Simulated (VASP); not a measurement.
Hf:

```xyz
4
Lattice="3.2432 0.0000 0.0000 -1.6216 2.8087 0.0000 0.0000 0.0000 10.4600" Properties=species:S:1:pos:R:3 pbc="T T T"
Hf    0.0000    0.0000    0.0000
Hf    0.0000    0.0000    5.2300
Hf    0.0000    1.8725    7.8450
Hf    1.6216    0.9362    2.6150
```

* Program: VASP 6.6.1
* Task: relaxation of cell and atoms
* Functional: r2SCAN
* Potentials or basis: VASP PAW PBE potentials, release 64 (Hf_pv)
* Cutoff: 550 eV
* k mesh: 6 × 6 × 2
* Occupations: gaussian, width 0.1 eV
* Spin: no spin polarisation

At the start: pressure -6.5 GPa; volume 23.82 Å³/atom.

Task: Where does the relaxation end?

Result: Over 4 steps the energy falls by 32.3 meV/atom and the volume is 22.30 Å³/atom (-6.4 %); space group P6_3/mmc (No. 194, to 0.1 Å) before and after.

The path:
```tsv
step	energy change (eV)	largest force (eV/Å)	pressure (GPa)	volume (Å³)
1	0.0000	0.0000	-6.51	95.28
2	0.0631	0.0000	9.78	82.54
3	-0.1291	0.0000	-0.15	89.31
4	-0.1291	0.0000	0.02	89.20
```

Final structure:
```xyz
4
Lattice="3.1741 0.0000 0.0000 -1.5870 2.7488 0.0000 0.0000 0.0000 10.2232" Properties=species:S:1:pos:R:3 pbc="T T T"
Hf    3.1741    0.0000   10.2232
Hf    3.1741    0.0000    5.1116
Hf    0.0000    1.8326    7.6674
Hf    1.5870    0.9163    2.5558
```

Caveat: the k points lie up to 0.38 Å⁻¹ apart in the final cell, too coarse for converged energies and pressures of a metal; the PAW data sets were made with another functional, which shifts forces and pressure a little.
